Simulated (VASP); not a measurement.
# HBr (Fmmm) in VASP: a series of runs, part 2 of 2

VASP 6.6.1. Earlier steps stand in the parts before.

## Step 5: Single point, r2SCAN (strain along c alone, the other axes held: -3.0 %)

POSCAR

```
HBr
1.0
    3.3371903096      0.0000000000      0.0000000000
    0.0000000000      7.5944054978      0.0000000000
    0.0000000000      0.0000000000      7.3779874426
H Br
4 4
Direct
    0.0000000000      0.0000000000      0.0000000000
    0.0000000000      0.5000000000      0.5000000000
    0.5000000000      0.0000000000      0.5000000000
    0.5000000000      0.5000000000      0.0000000000
    0.5000000000      0.0000000000      0.0000000000
    0.5000000000      0.5000000000      0.5000000000
    0.0000000000      0.0000000000      0.5000000000
    0.0000000000      0.5000000000      0.0000000000
```

INCAR.step1

```
SYSTEM = HBr
PREC = Accurate
ENCUT = 520
ISMEAR = 0
SIGMA = 0.02
LREAL = .FALSE.
LASPH = .TRUE.
NELM = 100
NBANDS = 26
GGA = PE
ALGO = Normal
EDIFF = 1E-4
LWAVE = .TRUE.
LCHARG = .FALSE.
```

INCAR.step2

```
SYSTEM = HBr
PREC = Accurate
ENCUT = 520
EDIFF = 1E-6
ISMEAR = 0
SIGMA = 0.02
LREAL = .FALSE.
LASPH = .TRUE.
NELM = 100
ALGO = Normal
ISIF = 2
LWAVE = .FALSE.
LCHARG = .TRUE.
METAGGA = R2SCAN
LMIXTAU = .TRUE.
LELF = .TRUE.
LVHAR = .TRUE.
NBANDS = 26
ISTART = 1
```

KPOINTS

```
regular mesh
0
G
  8 4 4
  0 0 0
```

Potentials or basis: VASP PAW PBE potentials, release 64 (H, Br).

Started as:

```
cat potpaw_PBE.64/H/POTCAR potpaw_PBE.64/Br/POTCAR > POTCAR
cp INCAR.step1 INCAR
mpirun -np 1 vasp_std > vasp.out
cp INCAR.step2 INCAR
mpirun -np 1 vasp_std > vasp.out
```

OUTCAR:

```text
SYSTEM = HBr
   PREC = Accurate
   ENCUT = 520
   EDIFF = 1E-6
   ISMEAR = 0
   LREAL = .FALSE.
   LASPH = .TRUE.
   NELM = 100
   ISIF = 2
   METAGGA = R2SCAN
   ISTART = 1

 ion  position               nearest neighbor table
   1  0.000  0.000  0.000-   5 1.67   5 1.67
   2  0.000  0.500  0.500-   6 1.67   6 1.67
   3  0.500  0.000  0.500-   7 1.67   7 1.67
   4  0.500  0.500  0.000-   8 1.67   8 1.67
   5  0.500  0.000  0.000-   1 1.67   1 1.67
   6  0.500  0.500  0.500-   2 1.67   2 1.67
   7  0.000  0.000  0.500-   3 1.67   3 1.67
   8  0.000  0.500  0.000-   4 1.67   4 1.67

  LATTYP: Found a simple orthorhombic cell.
 ALAT       =     3.3371903096
 B/A-ratio  =     2.2108380878
 C/A-ratio  =     2.2756884664

  Lattice vectors:

 A1 = (  -3.3371903096,   0.0000000000,   0.0000000000)
 A2 = (   0.0000000000,   0.0000000000,   7.3779874426)
 A3 = (   0.0000000000,   7.5944054978,   0.0000000000)

Analysis of symmetry for initial positions (statically):
=====================================================================
 Subroutine PRICEL returns following result:

  LATTYP: Found a face centered orthorhombic cell.
 ALAT       =     3.3371903096
 B/A-ratio  =     2.2108380878
 C/A-ratio  =     2.2756884664

  Lattice vectors:

 A1 = (   0.0000000000,   3.7972027489,  -3.6889937213)
 A2 = (   1.6685951548,   3.7972027489,   0.0000000000)
 A3 = (   1.6685951548,   0.0000000000,  -3.6889937213)

   4 primitive cells build up your supercell.

 Routine SETGRP: Setting up the symmetry group for a
 simple orthorhombic supercell.

 Subroutine GETGRP returns: Found  8 space group operations
 (whereof  8 operations were pure point group operations)
 out of a pool of  8 trial point group operations.

The static configuration has the point symmetry D_2h.

Analysis of symmetry for dynamics (positions and initial velocities):
=====================================================================
 Subroutine PRICEL returns following result:

  LATTYP: Found a face centered orthorhombic cell.
 ALAT       =     3.3371903096
 B/A-ratio  =     2.2108380878
 C/A-ratio  =     2.2756884664

  Lattice vectors:

 A1 = (   0.0000000000,   3.7972027489,  -3.6889937213)
 A2 = (   1.6685951548,   3.7972027489,   0.0000000000)
 A3 = (   1.6685951548,   0.0000000000,  -3.6889937213)

   4 primitive cells build up your supercell.

 Routine SETGRP: Setting up the symmetry group for a
 simple orthorhombic supercell.

 Subroutine GETGRP returns: Found  8 space group operations
 (whereof  8 operations were pure point group operations)
 out of a pool of  8 trial point group operations.

The dynamic configuration has the point symmetry D_2h.

 Subroutine INISYM returns: Found  8 space group operations
 (whereof  8 operations are pure point group operations),
 and found     4 'primitive' translations
[... 36 lines left out ...]
     0.000000000  0.032918969  0.000000000     0.000000000  0.250000000  0.000000000
     0.000000000  0.000000000  0.033884579     0.000000000  0.000000000  0.250000000

  Length of vectors
     0.037456659  0.032918969  0.033884579

  Shift w.r.t. Gamma in fractional coordinates (k-lattice)
     0.000000000  0.000000000  0.000000000

 Subroutine IBZKPT returns following result:
 ===========================================

 Found     45 irreducible k-points:

 Following reciprocal coordinates:
            Coordinates               Weight
  0.000000  0.000000  0.000000      1.000000
  0.125000  0.000000  0.000000      2.000000
  0.250000  0.000000  0.000000      2.000000
  0.375000  0.000000  0.000000      2.000000
  0.500000  0.000000  0.000000      1.000000
  0.000000  0.250000  0.000000      2.000000
[... 16 lines left out ...]
  0.250000  0.250000  0.250000      8.000000
  0.375000  0.250000  0.250000      8.000000
 [... further k-points ...]
   k-points           NKPTS =     45   k-points in BZ     NKDIM =     45   number of bands    NBANDS=     26
   number of dos      NEDOS =    301   number of ions     NIONS =      8
   total plane-waves  NPLWV =  87808
   dimension x,y,z NGX =    28 NGY =   56 NGZ =   56
   dimension x,y,z NGXF=    56 NGYF=  112 NGZF=  112
   ions per type =               4   4
   NGX,Y,Z   is equivalent  to a cutoff of  13.95, 12.26, 12.62 a.u.
   NGXF,Y,Z  is equivalent  to a cutoff of  27.90, 24.52, 25.24 a.u.
 SYSTEM =  HBr
   PREC   = accura    normal or accurate (medium, high low for compatibility)
   ISTART =      1    job   : 0-new  1-cont  2-samecut
   ICHARG =      0    charge: 1-file 2-atom 10-const
   ISPIN  =      1    spin polarized calculation?
   LNONCOLLINEAR =      F non collinear calculations
   LSORBIT =      F    spin-orbit coupling
   LASPH  =      T    aspherical Exc in radial PAW
   ENCUT  =  520.0 eV  38.22 Ry    6.18 a.u.   6.20 14.12 13.72*2*pi/ulx,y,z
   NELM   =    100;   NELMIN=  2; NELMDL=  0     # of ELM steps
   EDIFF  = 0.1E-05   stopping-criterion for ELM
   LREAL  =      F    real-space projection
   EDIFFG = 0.1E-04   stopping-criterion for IOM
   NSW    =      0    number of steps for IOM
   IBRION =     -1    ionic relax: 0-MD 1-quasi-New 2-CG
   NFREE  =      0    steps in history (QN), initial steepest desc. (CG)
   ISIF   =      2    stress and relaxation
   ISYM   =      2    0-nonsym 1-usesym 2-fastsym
   POTIM  = 0.5000    time-step for ionic-motion
   TEBEG  =    0.0;   TEEND  =   0.0 temperature during run
   PSTRESS=    0.0 pullay stress
   NELECT =      32.0000    total number of electrons
   NUPDOWN=      -1.0000    fix difference up-down
   EMIN   =  10.00;   EMAX   =-10.00  energy-range for DOS
   EFERMI =   0.00;   METHOD = LEGACY
   ISMEAR =     0;   SIGMA  =   0.02  broadening in eV -4-tet -1-fermi 0-gaus
   EFERMI_NEDOS =   21; number of points for ismear=-14 and -15
   IALGO  =     38    algorithm
   IMIX   =      4    mixing-type and parameters
     AMIX     =   0.40;   BMIX     =  1.00
     AMIX_MAG =   1.60;   BMIX_MAG =  1.00
  volume/ion in A,a.u.               =      23.37       157.73
  Fermi-wavevector in a.u.,A,eV,Ry     =   0.908909  1.717590 11.239995  0.826116
  Thomas-Fermi vector in A             =   2.032891
   LORBIT       =      0    0 simple, 1 ext, 2 COOP (PROOUT), +10 PAW based schemes
   METAGGA = R2SCAN    functional components
   LHFCALC =     F    Hartree Fock is set to
   AEXX    =    0.0000 exact exchange contribution
   IVDW    =     0    specifies the selected vdW correction
   LEPSILON=     F    determine dielectric tensor
   LRPA    =     F    only Hartree local field effects (RPA)
 non-spin polarized calculation
 Gauss-broadening in eV      SIGMA  =   0.02
  energy-cutoff  :      520.00
  volume of cell :      186.99
 maximum number of plane-waves:      5072
 NGX is ok and might be reduce to    28
   NGX = 13   NGY = 29   NGZ = 27

 number of electron      31.9999994 magnetization

 Free energy of the ion-electron system (eV)
  ---------------------------------------------------
  ext. energy  EPLUGINS =         0.00000000
  ---------------------------------------------------
  free energy    TOTEN  =       -66.30834763 eV

  energy without entropy =      -66.30834763  energy(sigma->0) =      -66.30834763

 E-fermi :  -2.5360     XC(G=0):  -7.4044

 val. band max:       -2.6607340428   @ k =   0.2500   0.0000   0.0000
 cond. band min:      -1.0722830637   @ k =   0.0000   0.0000   0.0000
 fundamental gap:      1.5884509790
 Fermi energy:        -2.5360259688

 k-point     1 :       0.0000    0.0000    0.0000
  band No.  band energies     occupation
      1     -17.6164      2.00000
      2     -17.4750      2.00000
      3     -17.4374      2.00000
      4     -17.3089      2.00000
      5      -4.7079      2.00000
      6      -4.6422      2.00000
[... 685 lines left out ...]
     25       8.0867      0.00000
     26       8.1042      0.00000

 [... further k-points ...]
[... 5 lines left out ...]
  --------------------------------------------------------------------------------------
  -------------------------------------------------------------------------------------
  Total        0.0658319     -0.0471431      0.2651915      0.0000000      0.0000000     -0.0000000
  in kB        0.5640718     -0.4039390      2.2722571      0.0000000      0.0000000     -0.0000000
  external PRESSURE =       0.8107966 kB  Pullay stress =       0.0000000 kB

 VOLUME and BASIS-vectors are now :
 -----------------------------------------------------------------------------
  energy-cutoff  :      520.00
  volume of cell :      186.99
      direct lattice vectors                 reciprocal lattice vectors
     3.337190310  0.000000000  0.000000000     0.299653273  0.000000000  0.000000000
     0.000000000  7.594405498  0.000000000     0.000000000  0.131675876  0.000000000
     0.000000000  0.000000000  7.377987443     0.000000000  0.000000000  0.135538317

 POSITION                                       TOTAL-FORCE (eV/Angst)
 -----------------------------------------------------------------------------------
      0.00000      0.00000      0.00000        -0.000000      0.000000     -0.000000
      0.00000      3.79720      3.68899        -0.000000      0.000000     -0.000000
      1.66860      0.00000      3.68899        -0.000000      0.000000     -0.000000
      1.66860      3.79720      0.00000        -0.000000      0.000000     -0.000000
      1.66860      0.00000      0.00000         0.000000     -0.000000      0.000000
      1.66860      3.79720      3.68899        -0.000000     -0.000000     -0.000000
      0.00000      0.00000      3.68899        -0.000000      0.000000      0.000000
      0.00000      3.79720      0.00000         0.000000      0.000000     -0.000000
 -----------------------------------------------------------------------------------
    total drift:                                0.000000      0.000000     -0.000000

  FREE ENERGIE OF THE ION-ELECTRON SYSTEM (eV)
  ---------------------------------------------------
  free  energy   TOTEN  =       -66.3083476269 eV

  energy  without entropy=      -66.3083476269  energy(sigma->0) =      -66.30834763
```

Run time: 12 min. Hardware: 1 thread of Intel Xeon 8259CL, shared host; peak memory 0.42 GiB.

Results:

```
Free energy            : -66.3083 eV
Pressure               : 0.1 GPa
Band gap on the k mesh : 1.59 eV
```

Levels at points of the mesh, in eV from the valence-band top:
```tsv
k point	band 13	band 14	band 15	band 16	band 17	band 18	band 19	band 20
(0.00, 0.00, 0.00)	-0.33	-0.25	-0.20	-0.10	1.59	1.75	1.80	1.94
(0.50, 0.00, 0.00)	-0.29	-0.29	-0.27	-0.27	9.06	9.06	9.20	9.20
(0.00, 0.50, 0.00)	-0.39	-0.39	-0.18	-0.18	1.67	1.67	1.87	1.87
(0.50, 0.50, 0.00)	-0.30	-0.30	-0.30	-0.30	8.49	8.49	8.49	8.49
(0.00, 0.00, 0.50)	-0.41	-0.41	-0.30	-0.30	1.69	1.69	1.85	1.85
(0.50, 0.00, 0.50)	-0.30	-0.30	-0.30	-0.30	8.48	8.48	8.48	8.48
(0.00, 0.50, 0.50)	-0.47	-0.47	-0.47	-0.47	1.77	1.77	1.77	1.77
(0.50, 0.50, 0.50)	-0.25	-0.25	-0.25	-0.25	7.98	7.98	7.98	7.98
```

Caveat: the cell differs from its parent crystal (strain along c alone, the other axes held: -3.0 %); the PAW data sets were made with another functional, which shifts forces and pressure a little. A k mesh can miss the band edges.

## Step 6: Overview

| task | cell | k mesh | cutoff (eV) | gap on the mesh (eV) | pressure (GPa) |
| --- | --- | --- | --- | --- | --- |
| relaxation of cell and atoms | relaxed from a = 5.374, b = 4.153, c = 4.148 Å, angles 80.7, 49.7, 49.6°, 2 atoms, atomic positions A | 10 × 10 × 10 | 600 | 1.72 | 0.0 |
| single point | a = 3.337, b = 7.594, c = 7.264 Å, 8 atoms, atomic positions B | 8 × 4 × 4 | 520 | 1.52 | 0.2 |
| single point | a = 3.337, b = 7.594, c = 7.378 Å, 8 atoms, atomic positions B | 8 × 4 × 4 | 520 | 1.59 | 0.1 |

Alike in all rows: level r2SCAN; potentials or basis VASP PAW PBE potentials, release 64 (H, Br); no spin polarisation; smearing gaussian 0.02 eV.

Caveats: the PAW data sets were made with another functional, which shifts forces and pressure a little.

Total energies depend on the potentials used, so only differences within one code and one set of settings carry meaning.
